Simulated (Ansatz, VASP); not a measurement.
**AgI in VASP and in Ansatz**

Contents of POSCAR:

```
AgI
1.0
    4.6741261156      0.0000000000      0.0000000000
   -2.3370630578      4.0479119566      0.0000000000
    0.0000000000      0.0000000000      7.5520425119
Ag I
2 2
Direct
    0.3333333333      0.6666666667     -0.0015743733
    0.6666666667      0.3333333333      0.4984256267
    0.3333333333      0.6666666667      0.3765743733
    0.6666666667      0.3333333333      0.8765743733
```

The input INCAR.step1:

```
SYSTEM = AgI
  ALGO = Normal
  EDIFF = 1E-5
  ENCUT = 550
  GGA = PE
  GGA_COMPAT = .False.
  ISMEAR = 0
  LASPH = .True.
  LCHARG = .False.
  LREAL = .False.
  LWAVE = .True.
  NBANDS = 26
  NELM = 120
  PREC = Accurate
  SIGMA = 0.01
```

The input INCAR.step2:

```
SYSTEM = AgI
  ALGO = Normal
  EDIFF = 1E-6
  ENCUT = 550
  GGA_COMPAT = .False.
  ISIF = 2
  ISMEAR = 0
  ISTART = 1
  LASPH = .True.
  LCHARG = .True.
  LELF = .True.
  LMIXTAU = .True.
  LREAL = .False.
  LVHAR = .True.
  LWAVE = .False.
  METAGGA = R2SCAN
  NBANDS = 26
  NELM = 120
  PREC = Accurate
  SIGMA = 0.01
```

File KPOINTS:

```
k-points
0
Gamma
  6 6 4
  0 0 0
```

Input for Ansatz:

```yaml
crystal:
  lattice:
    - [4.6741261156, 0.0, 0.0]
    - [-2.3370630578, 4.0479119566, 0.0]
    - [0.0, 0.0, 7.5520425119]
  atoms:
    - { symbol: Ag, position: [0.3333333333, 0.6666666667, -0.0015743733] }
    - { symbol: Ag, position: [0.6666666667, 0.3333333333, 0.4984256267] }
    - { symbol: I, position: [0.3333333333, 0.6666666667, 0.3765743733] }
    - { symbol: I, position: [0.6666666667, 0.3333333333, 0.8765743733] }
kpoints:
  mp_grid: { grid: [6, 6, 4] }
  band_path:
    path:
      - [0.0, 0.0, 0.0]
      - [0.5, 0.0, 0.0]
      - [0.3333333333, 0.3333333333, 0.0]
      - [0.0, 0.0, 0.5]
      - [0.5, 0.0, 0.5]
      - [0.3333333333, 0.3333333333, 0.5]
    npoints: 1
hamiltonian:
  xc: r2scan
scf:
  occupations: { method: fixed }
  n_extra_bands: 5
output:
  forces: true
  stress: true
  eigenvalues: true
```

Change from the starting cell: epitaxial_xy strain +0.5%.

Alike in both runs: task single point; functional r2SCAN; k mesh 6 × 6 × 4; no spin polarisation.

```csv
,VASP,Ansatz
version,VASP 6.6.1,Ansatz 0.2.0
potentials or method,"VASP PAW PBE potentials, release 64 (Ag, I)","plane waves, PAW"
plane-wave cutoff (eV),550,500
occupations,"gaussian, width 0.01 eV",fixed
valence electrons in the cell,36,72
```

Ansatz gave:

```
gap on the k mesh at the Fermi level (eV)                     : 1.87
pressure (GPa)                                                : -0.1
traceless stress, the component that is largest in VASP (GPa) : 0.11
```

Question: What did VASP give for the same quantities?

Answer: gap on the k mesh at the Fermi level (eV): 1.84; pressure (GPa): -0.2; traceless stress, the component that is largest in VASP (GPa): 0.12.

VASP's potentials were made for PBE, not for r2SCAN. VASP's potentials hold 36 valence electrons a cell and Ansatz's 72, so a difference there can come from the potentials and not from the codes.

Spin-orbit coupling is off throughout.
